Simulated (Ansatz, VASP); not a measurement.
# Mn in VASP and in Ansatz

```
CELL_PARAMETERS angstrom
2.31445 0.00000 0.00000
0.00000 2.31445 0.00000
0.00000 0.00000 2.31445
ATOMIC_POSITIONS crystal
Mn 0.00000 0.00000 0.00000
```

Alike in both runs: task single point; functional LDA; k mesh 16 × 16 × 16; occupations fermi-dirac, width 0.05 eV; collinear spin.

```csv
,VASP,Ansatz
version,VASP 6.6.1,Ansatz 0.2.0
potentials or method,"VASP PAW LDA potentials, release 64 (Mn_pv), cutoff 520 eV","plane waves (420 eV) with PAW, scalar-relativistic"
valence electrons in the cell,13,15
```

|  | VASP | Ansatz | Ansatz less VASP |
| --- | --- | --- | --- |
| pressure (GPa) | -22.0 | -22.1 | -0.13 |
| net moment per atom (μB) | 0.20 | 0.34 | +0.143 |
| size of the moment on the site where the two differ most (μB) | 0.19 | 0.32 | +0.132 |

The net moments are unlike, so the other rows may belong to different states. Ansatz warns that its potentials were made for another functional, while VASP's fit it. LDA's correlation is that of Perdew and Zunger in VASP and of Perdew and Wang (1992) in Ansatz. Site moments also hang on the region over which each program counts them. VASP's potentials hold 13 valence electrons a cell and Ansatz's 15, so a difference there can come from the potentials and not from the codes.
